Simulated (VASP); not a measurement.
Input of a VASP 6.6.1 run:

File INCAR:

```
SYSTEM = TiB2
  PREC = Accurate
  ENCUT = 520
  EDIFF = 1E-7
  ISMEAR = -1
  SIGMA = 0.1
  LREAL = .FALSE.
  LASPH = .TRUE.
  NELM = 80
  ALGO = Normal
  ISIF = 2
  LWAVE = .FALSE.
  LCHARG = .FALSE.
  NBANDS = 16
```

KPOINTS

```
regular mesh
0
G
  10 10 9
  0 0 0
```

File POSCAR:

```
TiB2
1.0
    2.9145147211      0.0000000000      0.0000000000
   -1.4572573605      2.5240437882      0.0000000000
    0.0000000000      0.0000000000      3.0453860161
Ti B
1 2
Direct
    0.0000000000      0.0000000000      0.0000000000
    0.3333333333      0.6666666667      0.5000000000
    0.6666666667      0.3333333333      0.5000000000
```

Potentials or basis: VASP PAW LDA potentials, release 64 (Ti_sv, B).

Launch:

```console
$ cat potpaw_LDA.64/Ti_sv/POTCAR potpaw_LDA.64/B/POTCAR > POTCAR
$ mpirun -np 1 vasp_std > vasp.out
```

(1) What does it give for the band gap on the k mesh?

(2) What does it give for the pressure?

Results:

(1) zero (band 9 reaches 11.86 eV, above the bottom of band 10 at 11.20 eV).

(2) 30.7 GPa.
